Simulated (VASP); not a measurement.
A run of VASP 6.6.1 is set up as follows.

INCAR

```
SYSTEM = KBr
PREC = Accurate
ENCUT = 520
EDIFF = 1E-7
ISMEAR = -1
SIGMA = 0.02
LREAL = .FALSE.
LASPH = .TRUE.
NELM = 100
ALGO = Normal
ISIF = 2
LWAVE = .FALSE.
LCHARG = .FALSE.
GGA = PE
NBANDS = 15
```

File KPOINTS:

```
regular mesh
0
G
  6 6 6
  0 0 0
```

File POSCAR:

```
KBr
1.0
    0.0000000000      3.6193280974      3.8151555201
    3.6193280974      0.0000000000      3.8151555201
    3.6193280974      3.6193280974      0.0000000000
K Br
1 1
Direct
    0.0000000000      0.0000000000      0.0000000000
    0.2500000000      0.2500000000      0.2500000000
```

Potentials or basis: VASP PAW PBE potentials, release 64 (K_sv, Br).

Command:

```bash
$ cat potpaw_PBE.64/K_sv/POTCAR potpaw_PBE.64/Br/POTCAR > POTCAR
$ mpirun -np 1 vasp_std > vasp.out
```

Problem. What does it give for the pressure?

Solution. 0.3 GPa.

Problem. Estimate the band gap on the k mesh.

Solution. 4.26 eV (least direct gap 4.29 eV).

Caveat: the cell differs from its parent crystal (epitaxial xy strain -1.9%); the structure was generated, so it needn't be the stable form of KBr. A k mesh can miss the band edges.
